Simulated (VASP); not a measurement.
# HfN (Fm-3m) in VASP: a series of runs, part 2 of 2

VASP 6.6.1.

## Step 4: Single point, PBE

INCAR

```
SYSTEM = HfN
PREC = Accurate ; ENCUT = 520
EDIFF = 1E-7 ; ISMEAR = 1
SIGMA = 0.2 ; LREAL = .FALSE.
LASPH = .TRUE. ; NELM = 80
ALGO = Normal ; ISIF = 2
LWAVE = .FALSE. ; LCHARG = .FALSE.
GGA = PE ; NBANDS = 14
```

KPOINTS

```
Automatic mesh
0
G
  13 13 13
  0 0 0
```

POSCAR

```
HfN
1.0
    0.0000000000      2.2560000000      2.2560000000
    2.2560000000      0.0000000000      2.2560000000
    2.2560000000      2.2560000000      0.0000000000
Hf N
1 1
Direct
    0.0000000000      0.0000000000      0.0000000000
    0.5000000000      0.5000000000      0.5000000000
```

Potentials or basis: VASP PAW PBE potentials, release 64 (Hf_pv, N).

On the command line:

```sh
> cat potpaw_PBE.64/Hf_pv/POTCAR potpaw_PBE.64/N/POTCAR > POTCAR
> mpirun -np 1 vasp_std > vasp.out
```

OUTCAR:

```text
SYSTEM = HfN
   PREC = Accurate
   ENCUT = 520
   EDIFF = 1E-7
   ISMEAR = 1
   LREAL = .FALSE.
   LASPH = .TRUE.
   NELM = 80
   ISIF = 2
   GGA = PE

 ion  position               nearest neighbor table
   1  0.000  0.000  0.000-   2 2.26   2 2.26   2 2.26   2 2.26   2 2.26   2 2.26
   2  0.500  0.500  0.500-   1 2.26   1 2.26   1 2.26   1 2.26   1 2.26   1 2.26

  LATTYP: Found a face centered cubic cell.
 ALAT       =     4.5120000000

  Lattice vectors:

 A1 = (   0.0000000000,   2.2560000000,   2.2560000000)
 A2 = (   2.2560000000,   0.0000000000,   2.2560000000)
 A3 = (   2.2560000000,   2.2560000000,   0.0000000000)

Analysis of symmetry for initial positions (statically):
=====================================================================
 Subroutine PRICEL returns:
 Original cell was already a primitive cell.

 Routine SETGRP: Setting up the symmetry group for a
 face centered cubic supercell.

 Subroutine GETGRP returns: Found 48 space group operations
 (whereof 48 operations were pure point group operations)
 out of a pool of 48 trial point group operations.

The static configuration has the point symmetry O_h .

Analysis of symmetry for dynamics (positions and initial velocities):
=====================================================================
 Subroutine PRICEL returns:
 Original cell was already a primitive cell.

 Routine SETGRP: Setting up the symmetry group for a
 face centered cubic supercell.

 Subroutine GETGRP returns: Found 48 space group operations
 (whereof 48 operations were pure point group operations)
 out of a pool of 48 trial point group operations.

The dynamic configuration has the point symmetry O_h .

 Subroutine INISYM returns: Found 48 space group operations
 (whereof 48 operations are pure point group operations),
 and found     1 'primitive' translations

[... 117 lines left out ...]
  Thomas-Fermi vector in A             =   2.541355
   LORBIT       =      0    0 simple, 1 ext, 2 COOP (PROOUT), +10 PAW based schemes
   GGA     = PE    functional components
   LHFCALC =     F    Hartree Fock is set to
   AEXX    =    0.0000 exact exchange contribution
   IVDW    =     0    specifies the selected vdW correction
   LEPSILON=     F    determine dielectric tensor
   LRPA    =     F    only Hartree local field effects (RPA)
 non-spin polarized calculation
 Methfessel and Paxton  Order N= 1 SIGMA  =   0.20
  energy-cutoff  :      520.00
  volume of cell :       22.96
 maximum number of plane-waves:       628
   NGX = 11   NGY = 11   NGZ = 11

 number of electron      15.0000001 magnetization

 Free energy of the ion-electron system (eV)
  ---------------------------------------------------
  ext. energy  EPLUGINS =         0.00000000
  ---------------------------------------------------
  free energy    TOTEN  =       -21.75189653 eV

  energy without entropy =      -21.75146262  energy(sigma->0) =      -21.75175189

 E-fermi :   8.4743     XC(G=0): -12.7530

 val. band max:        8.3860528214   @ k =  -0.1538   0.2308   0.0769
 cond. band min:       8.4805033968   @ k =   0.1538   0.0000   0.0000
 fundamental gap:      0.0944505755
 Fermi energy:         8.4742945179

 k-point     1 :       0.0000    0.0000    0.0000
  band No.  band energies     occupation
      1     -22.7151      2.00000
      2     -22.7151      2.00000
      3     -22.7151      2.00000
      4      -9.1126      2.00000
      5       5.3887      2.00000
      6       5.3887      2.00000
      7       5.3887      2.00000
      8       8.0725      2.01552
      9       8.0725      2.01552
     10       8.0725      2.01552
     11      10.2561     -0.00000
     12      10.4002     -0.00000
     13      10.4002     -0.00000
     14      17.9957      0.00000
[... 377 lines left out ...]
      1     -23.5523      2.00000
      2     -22.9056      2.00000
      3     -22.8570      2.00000
      4      -6.8958      2.00000
      5       0.4455      2.00000
      6       2.4934      2.00000
      7       2.8422      2.00000
      8       8.9712     -0.00248
      9      12.2179     -0.00000
     10      12.4768      0.00000
     11      14.2034      0.00000
     12      15.4398      0.00000
     13      17.3340      0.00000
     14      19.5865      0.00000

 [... further k-points ...]
[... 5 lines left out ...]
  --------------------------------------------------------------------------------------
  -------------------------------------------------------------------------------------
  Total        0.5936668      0.5936668      0.5936668      0.0000000      0.0000000      0.0000000
  in kB       41.4196151     41.4196151     41.4196151      0.0000000      0.0000000      0.0000000
  external PRESSURE =      41.4196151 kB  Pullay stress =       0.0000000 kB

 VOLUME and BASIS-vectors are now :
 -----------------------------------------------------------------------------
  energy-cutoff  :      520.00
  volume of cell :       22.96
      direct lattice vectors                 reciprocal lattice vectors
     0.000000000  2.256000000  2.256000000    -0.221631206  0.221631206  0.221631206
     2.256000000  0.000000000  2.256000000     0.221631206 -0.221631206  0.221631206
     2.256000000  2.256000000  0.000000000     0.221631206  0.221631206 -0.221631206

 POSITION                                       TOTAL-FORCE (eV/Angst)
 -----------------------------------------------------------------------------------
      0.00000      0.00000      0.00000         0.000000      0.000000      0.000000
      2.25600      2.25600      2.25600        -0.000000     -0.000000     -0.000000
 -----------------------------------------------------------------------------------
    total drift:                                0.000000     -0.000000     -0.000000

  FREE ENERGIE OF THE ION-ELECTRON SYSTEM (eV)
  ---------------------------------------------------
  free  energy   TOTEN  =       -21.7518965298 eV

  energy  without entropy=      -21.7514626217  energy(sigma->0) =      -21.75175189
```

Run time: 12 s. Hardware: 1 thread of Intel Xeon 6975P-C (Granite Rapids), shared host; peak memory 0.15 GiB.

Results:

* Free energy: -21.7519 eV
* Pressure: 4.1 GPa

Caveat: spin-orbit coupling is left out, which moves the levels of the heavy elements.

## Step 5: Single point, PBE

INCAR

```
SYSTEM = HfN
PREC     = Accurate       ! precision mode
ENCUT    = 520            ! plane-wave cutoff, eV
EDIFF    = 1E-7           ! SCF threshold, eV
ISMEAR   = 1              ! smearing method
SIGMA    = 0.1            ! smearing width, eV
LREAL    = .False.        ! projectors in reciprocal space
LASPH    = .True.         ! aspherical terms in the spheres
NELM     = 60             ! most SCF steps
ALGO     = Normal         ! electronic algorithm
ISIF     = 2              ! what is computed and relaxed
LWAVE    = .False.        ! write WAVECAR
LCHARG   = .False.        ! write CHGCAR
GGA      = PE             ! functional
NBANDS   = 14             ! bands
```

KPOINTS

```
regular mesh
0
Gamma
  13 13 13
  0 0 0
```

POSCAR is that of step 4.

On the command line:

```sh
> cat potpaw_PBE.64/Hf_pv/POTCAR potpaw_PBE.64/N/POTCAR > POTCAR
> mpirun -np 1 vasp_std > vasp.out
```

Run time: 13 s. Hardware: 1 thread of Intel Xeon 6975P-C (Granite Rapids), shared host; peak memory 0.15 GiB.

It converged, with:

* Free energy: -21.7518 eV
* Pressure: 4.1 GPa

Levels at points of the mesh, in eV from the Fermi level:
```
           k point  band 5  band 6  band 7  band 8  band 9  band 10  band 11  band 12
(0.00, 0.00, 0.00)   -3.12   -3.12   -3.12   -0.43   -0.43    -0.43     1.75     1.89
```

Caveat: spin-orbit coupling is left out, which moves the levels of the heavy elements.

## Step 6: The runs side by side

```tsv
smearing	gap on the mesh (eV)	pressure (GPa)
methfessel-paxton 0.5 eV	none	4.1
methfessel-paxton 0.3 eV	none	4.1
methfessel-paxton 0.2 eV	none	4.1
methfessel-paxton 0.1 eV	none	4.1
```

Alike in all rows: task single point; level PBE; potentials or basis VASP PAW PBE potentials, release 64 (Hf_pv, N); no spin polarisation; cell as given; k mesh 13 × 13 × 13; cutoff (eV) 520.

Every run on the cell as given and a fine mesh finds a metal.

Caveats: spin-orbit coupling is left out, which moves the levels of the heavy elements.

Total energies depend on the potentials used, so only differences within one code and one set of settings carry meaning.
